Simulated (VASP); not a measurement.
# BeS (F-43m) in VASP: dielectric tensor with LDA

Aim: the dielectric tensor of BeS with LDA.

Everything below comes from runs of VASP 6.6.1. Logs are shortened: lines on timing, memory, paths and dates and some standing lists are left out, and cuts for length are marked.

**1. The cell of the first run**

It takes space group F-43m (No. 216, cubic). Conventional cell: a = 4.850 Å, b = 4.850 Å, c = 4.850 Å, α = 90.00°, β = 90.00°, γ = 90.00°. Within 2.8 Å of Be (site symmetry -43m) lie 4 S at 2.10 Å. Within 2.8 Å of S (site symmetry -43m) lie 4 Be at 2.10 Å.

**2. Dielectric tensor, LDA**

Input file INCAR:

```
SYSTEM = BeS
  PREC = Accurate
  ENCUT = 520
  EDIFF = 1E-8
  ISMEAR = 0
  SIGMA = 0.01
  LREAL = .False.
  LASPH = .True.
  NELM = 80
  ALGO = Normal
  ISIF = 2
  LWAVE = .False.
  LCHARG = .False.
  GGA = CA
  LEPSILON = .True.
  ISYM = 0
```

Input file KPOINTS:

```
Automatic mesh
0
Gamma
  6 6 6
  0.5 0.5 0.5
```

Input file POSCAR:

```
BeS
1.0
    0.0000000000      2.4250000000      2.4250000000
    2.4250000000      0.0000000000      2.4250000000
    2.4250000000      2.4250000000      0.0000000000
Be S
1 1
Direct
    0.0000000000      0.0000000000      0.0000000000
    0.2500000000      0.2500000000      0.2500000000
```

Potentials or basis: VASP PAW LDA potentials, release 64 (Be, S).

Command:

```sh
$ cat potpaw_LDA.64/Be/POTCAR potpaw_LDA.64/S/POTCAR > POTCAR
$ mpirun -np 1 vasp_std > vasp.out
```

OUTCAR:

```text
SYSTEM = BeS
   PREC = Accurate
   ENCUT = 520
   EDIFF = 1E-8
   ISMEAR = 0
   LREAL = .False.
   LASPH = .True.
   NELM = 80
   ISIF = 2
   GGA = CA
   LEPSILON = .True.
   ISYM = 0

 ion  position               nearest neighbor table
   1  0.000  0.000  0.000-   2 2.10   2 2.10   2 2.10   2 2.10
   2  0.250  0.250  0.250-   1 2.10   1 2.10   1 2.10   1 2.10

IMPORTANT INFORMATION: All symmetrisations will be switched off!
NOSYMM: (Re-)initialisation of all symmetry stuff for point group C_1.

----------------------------------------------------------------------------------------

                                     Primitive cell

  volume of cell :      28.5210

  direct lattice vectors                    reciprocal lattice vectors
     0.000000000  2.425000000  2.425000000    -0.206185567  0.206185567  0.206185567
     2.425000000  0.000000000  2.425000000     0.206185567 -0.206185567  0.206185567
     2.425000000  2.425000000  0.000000000     0.206185567  0.206185567 -0.206185567

  length of vectors
     3.429467889  3.429467889  3.429467889     0.357123878  0.357123878  0.357123878

  position of ions in fractional coordinates (direct lattice)
     0.000000000  0.000000000  0.000000000
     0.250000000  0.250000000  0.250000000

  ion indices of the primitive-cell ions
   primitive index   ion index
                 1           1
                 2           2

----------------------------------------------------------------------------------------

 KPOINTS: Automatic mesh

Automatic generation of k-mesh.
 Grid dimensions read from file:
 generate k-points for:    6    6    6

 Generating k-lattice:

  Cartesian coordinates                     Fractional coordinates (reciprocal lattice)
    -0.034364261  0.034364261  0.034364261     0.166666667  0.000000000  0.000000000
     0.034364261 -0.034364261  0.034364261     0.000000000  0.166666667  0.000000000
     0.034364261  0.034364261 -0.034364261     0.000000000  0.000000000  0.166666667

  Length of vectors
     0.059520646  0.059520646  0.059520646
[... 383 lines left out ...]
     0.000000000  2.425000000  2.425000000    -0.206185567  0.206185567  0.206185567
     2.425000000  0.000000000  2.425000000     0.206185567 -0.206185567  0.206185567
     2.425000000  2.425000000  0.000000000     0.206185567  0.206185567 -0.206185567

 POSITION                                       TOTAL-FORCE (eV/Angst)
 -----------------------------------------------------------------------------------
      0.00000      0.00000      0.00000         0.000000     -0.000000      0.000000
      1.21250      1.21250      1.21250        -0.000000      0.000000     -0.000000
 -----------------------------------------------------------------------------------
    total drift:                               -0.000000      0.000000     -0.000000

  FREE ENERGIE OF THE ION-ELECTRON SYSTEM (eV)
  ---------------------------------------------------
  free  energy   TOTEN  =       -11.1334061148 eV

  energy  without entropy=      -11.1334061148  energy(sigma->0) =      -11.13340611

 HEAD OF MICROSCOPIC STATIC DIELECTRIC TENSOR (INDEPENDENT PARTICLE, excluding Hartree and local field effects)
 ------------------------------------------------------
           5.934631     0.000001     0.000000
           0.000001     5.934631     0.000000
           0.000000     0.000000     5.934631
 ------------------------------------------------------

 Free energy of the ion-electron system (eV)
  ---------------------------------------------------
  ---------------------------------------------------
  free energy    TOTEN  =        -0.37177683 eV

  energy without entropy =       -0.37177683

------------------------ aborting loop because EDIFF is reached ----------------------------------------

--------------------------------------- Ionic step        2  -------------------------------------------

------------------------ aborting loop because EDIFF is reached ----------------------------------------

--------------------------------------- Ionic step        3  -------------------------------------------

 Free energy of the ion-electron system (eV)
  ---------------------------------------------------
  ---------------------------------------------------
  free energy    TOTEN  =        -0.37177682 eV

  energy without entropy =       -0.37177682

------------------------ aborting loop because EDIFF is reached ----------------------------------------

 PIEZOELECTRIC TENSOR FIELD DIRECTION 3  (e Angst)
 -----------------------------------------------------------------------------
    -0.00043 -1.12507  0.00000           (  0.00000  0.03187  0.00000)
    -1.12507 -0.00043  0.00000           (  0.03187  0.00000 -0.00000)
     0.00000  0.00000  0.00007           (  0.00000 -0.00000  0.00000)

 PIEZOELECTRIC TENSOR FIELD DIRECTION 3  (C/m^2)
 -----------------------------------------------------------------------------
    -0.00024 -0.63201  0.00000
    -0.63201 -0.00024  0.00000
     0.00000  0.00000  0.00004

 MACROSCOPIC STATIC DIELECTRIC TENSOR (including local field effects in DFT)
 ------------------------------------------------------
           5.374515     0.000009     0.000000
           0.000009     5.374515     0.000000
           0.000000     0.000000     5.374515
 ------------------------------------------------------

 PIEZOELECTRIC TENSOR (including local field effects)  for field in x, y, z        (e  Angst)
          XX          YY          ZZ          XY          YZ          ZX
  --------------------------------------------------------------------------------
  x     0.00000    -0.00000     0.00000     0.00000    -1.12507     0.00029
  y     0.00000     0.00000    -0.00001    -0.00000     0.00029    -1.12507
  z    -0.00043    -0.00043     0.00007    -1.12507     0.00000     0.00000

 PIEZOELECTRIC TENSOR (including local field effects)  for field in x, y, z        (C/m^2)
          XX          YY          ZZ          XY          YZ          ZX
  --------------------------------------------------------------------------------
  x     0.00000    -0.00000     0.00000     0.00000    -0.63201     0.00016
  y     0.00000     0.00000    -0.00000    -0.00000     0.00016    -0.63201
  z    -0.00024    -0.00024     0.00004    -0.63201     0.00000     0.00000

 BORN EFFECTIVE CHARGES (including local field effects) (in |e|, cummulative output)
 ---------------------------------------------------------------------------------
 ion    1
    1     1.58487    -0.00019    -0.00000
    2    -0.00019     1.58487     0.00000
    3    -0.00000    -0.00000     1.58487
 ion    2
    1    -1.58487     0.00019     0.00000
    2     0.00019    -1.58487    -0.00000
    3     0.00000     0.00000    -1.58487
```

OSZICAR:

```text
N       E                     dE             d eps       ncg     rms          rms(c)
DAV:   1     0.195484303895E+02    0.19548E+02   -0.40653E+03  6912   0.867E+02
[... 13 lines left out ...]
RMM:   6    -0.371533808241E+00   -0.64598E-04   -0.31750E-05 12211   0.390E-02    0.147E-02
RMM:   7    -0.371743885729E+00   -0.21008E-03   -0.45244E-06 12414   0.133E-02    0.519E-03
RMM:   8    -0.371775788216E+00   -0.31902E-04   -0.53973E-07 12308   0.471E-03    0.197E-04
RMM:   9    -0.371777221998E+00   -0.14338E-05   -0.25870E-08 12813   0.889E-04    0.193E-04
RMM:  10    -0.371776978213E+00    0.24379E-06   -0.40816E-08 12486   0.251E-04    0.816E-05
RMM:  11    -0.371776837609E+00    0.14060E-06    0.25362E-08  8200   0.584E-05    0.291E-05
RMM:  12    -0.371776822955E+00    0.14653E-07   -0.21372E-08  6402   0.586E-05    0.300E-06
```

Run time: 8.1 min. Hardware: 1 thread of Intel Xeon Platinum 8488C (Sapphire Rapids), shared host; peak memory 0.4 GiB.

Results:

| Property | Result |
| --- | --- |
| Band gap on the k mesh | 3.33 eV, indirect (least direct gap 5.55 eV) |
| Electronic dielectric tensor (diagonal) | 5.37 |
| Born charges (mean of the diagonal) | Be +1.58; S -1.58 e |

Levels at points of the mesh, in eV from the valence-band top:
```
           k point  band 1  band 2  band 3  band 4  band 5  band 6  band 7  band 8
(0.08, 0.08, 0.08)  -13.48   -0.51    0.00    0.00    5.55    5.81    5.81    6.48
```

Electronic dielectric tensor:
```
5.37 0.00 0.00
0.00 5.37 0.00
0.00 0.00 5.37
```

Born effective charge tensors (e):
atom 1, Be
```
1.58 0.00 0.00
0.00 1.58 0.00
0.00 0.00 1.58
```
atom 2, S
```
-1.58  0.00  0.00
 0.00 -1.58  0.00
 0.00  0.00 -1.58
```
